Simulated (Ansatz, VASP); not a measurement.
# LaLu2N3: VASP beside Ansatz

```
La Lu N
1.0
     3.40028    0.00000    0.00000
     0.00000    3.40028    0.00000
     0.00000    0.00000    9.48866
La Lu N
1 2 3
Direct
  0.00000 0.00000 0.00000
  0.00000 0.50000 0.61983
  0.50000 0.00000 0.38017
  0.50000 0.50000 0.00000
  0.00000 0.50000 0.38487
  0.50000 0.00000 0.61513
```

Change from the starting cell: species swapped into the Zr2CuSb3 type (P-4m2, No. 115).

Alike in both runs: functional PBE; k mesh 6 × 6 × 2; occupations gaussian, width 0.1 eV; no spin polarisation.

Ansatz relaxed the structure, and its values are those at the end. VASP's run is a single point on that final structure, the one shown.

|  | VASP | Ansatz |
| --- | --- | --- |
| version | VASP 6.6.1 | Ansatz 0.2.0 |
| potentials or method | VASP PAW PBE potentials, release 64 (La, Lu, N), cutoff 520 eV | scalar-relativistic, plane waves, PAW |
| valence electrons in the cell | 76 | 76 |

Ansatz gave:

* gap on the k mesh at the Fermi level (eV): none
* pressure (GPa): 0.0
* rms of the force components (eV/Å): 0.005

Q: Which values does VASP return?

A: gap on the k mesh at the Fermi level (eV): none; pressure (GPa): 0.4; rms of the force components (eV/Å): 0.026.

A gap of «none» marks a metal or a gap that the smearing closes.

Neither program's run includes spin-orbit coupling.
